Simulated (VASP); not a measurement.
Wanted: the native input for a VASP 6.6.1 run.

```
Task                   : single point
Functional             : PBE
Potentials or basis    : VASP PAW PBE potentials, release 64 (Co)
Cutoff                 : 520 eV
k mesh                 : 6 × 6 × 6
Occupations            : gaussian, width 0.1 eV
Spin                   : no spin polarisation
Dipole correction      : no
Further INCAR settings : ALGO = Normal; EDIFF = 1e-06; NBANDS = 20
```

The structure of Co lies in POSCAR:

```
Co
1.0
    3.9003844285      0.0000000000      0.0000000000
   -1.9501922142      3.3778319996      0.0000000000
    0.0000000000      0.0000000000      2.4028136001
Co
3
Direct
    0.3333334139      0.0000000000      0.1666666667
    0.0000000000      0.3333334139      0.8333333333
    0.6666665861      0.6666665861      0.5000000000
```

This isn't the form of Co at room conditions, which is hcp.

These files were run (other wordings do the same):

INCAR

```
PREC = Accurate
ENCUT = 520
EDIFF = 1E-6
ISMEAR = 0
SIGMA = 0.1
LREAL = F
LASPH = T
NELM = 80
ALGO = Normal
ISIF = 2
LWAVE = F
LCHARG = F
GGA = PE
NBANDS = 20
```

KPOINTS

```
Automatic mesh
0
Gamma
  6 6 6
```

Potentials or basis: VASP PAW PBE potentials, release 64 (Co).

Run with:

```console
$ cat potpaw_PBE.64/Co/POTCAR > POTCAR
$ mpirun -np 1 vasp_std > vasp.out
```

Results of the run:

* Pressure: -0.6 GPa
* Band gap on the k mesh: zero (an odd number of electrons rules out a gap without spin polarisation)

Caveat: the k points lie up to 0.44 Å⁻¹ apart, too coarse for converged energies and pressures of a metal; the run has no spin polarisation, though such a crystal can be magnetic.

Wall time 28 s on 1 thread of Intel Xeon 8259CL, on a shared host, peak memory 0.15 GiB.
